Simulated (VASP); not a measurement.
Input of a VASP 6.6.1 run:

INCAR

```
PREC     = Accurate       # precision mode
ENCUT    = 520            # plane-wave cutoff, eV
EDIFF    = 1E-7           # SCF threshold, eV
ISMEAR   = -1             # smearing method
SIGMA    = 0.08           # smearing width, eV
LREAL    = False          # projectors in reciprocal space
LASPH    = True           # aspherical terms in the spheres
NELM     = 100            # most SCF steps
ALGO     = Normal         # electronic algorithm
ISIF     = 2              # what is computed and relaxed
LWAVE    = False          # write WAVECAR
LCHARG   = False          # write CHGCAR
GGA      = PE             # functional
NBANDS   = 8              # bands
```

The input KPOINTS:

```
Automatic mesh
0
Gamma
  15 15 15
```

The input POSCAR:

```
Li
1.0
   -1.7850000000      1.7500000000      1.7500000000
    1.7500000000     -1.7850000000      1.7500000000
    1.7500000000      1.7500000000     -1.7850000000
Li
1
Direct
    0.0000000000      0.0000000000      0.0000000000
```

Potentials or basis: VASP PAW PBE potentials, release 64 (Li_sv).

Run with:

```bash
$ cat potpaw_PBE.64/Li_sv/POTCAR > POTCAR
$ mpirun -np 1 vasp_std > vasp.out
```

What does it give for the band gap on the k mesh?

Zero (an odd number of electrons rules out a gap without spin polarisation).

Caveat: the cell differs from its parent crystal (equal xy, yz and zx shear strains of -2 %).
